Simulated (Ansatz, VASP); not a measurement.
# One calculation of Te2Mo, two programs

```
Te Mo
1.0
     3.55666    0.00000    0.00000
    -1.77833    3.08016    0.00000
     0.00000    0.00000   16.25151
Te Mo
4 2
Direct
  0.33333 0.66667 0.63874
  0.66667 0.33333 0.13874
  0.66667 0.33333 0.36126
  0.33333 0.66667 0.86126
  0.33333 0.66667 0.25000
  0.66667 0.33333 0.75000
```

Change from the starting cell: strain along c alone, the other axes held, atoms relaxed: +6.0 %.

Alike in both runs: functional PBE; k mesh 12 × 12 × 2; occupations gaussian, width 0.02 eV; no spin polarisation.

Ansatz relaxed the structure, and its values are those at the end. VASP's run is a single point on that final structure, the one shown.

|  | VASP | Ansatz |
| --- | --- | --- |
| version | VASP 6.6.1 | Ansatz 0.2.0 |
| potentials or method | VASP PAW PBE potentials, release 64 (Te, Mo_sv), cutoff 520 eV | scalar-relativistic, plane waves, PAW |
| valence electrons in the cell | 52 | 92 |

|  | VASP | Ansatz | Ansatz less VASP |
| --- | --- | --- | --- |
| gap on the k mesh at the Fermi level (eV) | 1.05 | 1.05 | +0.001 |
| least direct gap on the mesh (eV) | 1.05 | 1.05 | +0.001 |
| pressure (GPa) | -0.1 | -0.1 | -0.01 |
| rms of the force components (eV/Å) | 0.006 | 0.001 | -0.0050 |

VASP's potentials hold 52 valence electrons a cell and Ansatz's 92, so a difference there can come from the potentials and not from the codes. Ansatz's warnings: stress scf threshold loose.

Spin-orbit coupling is off throughout.
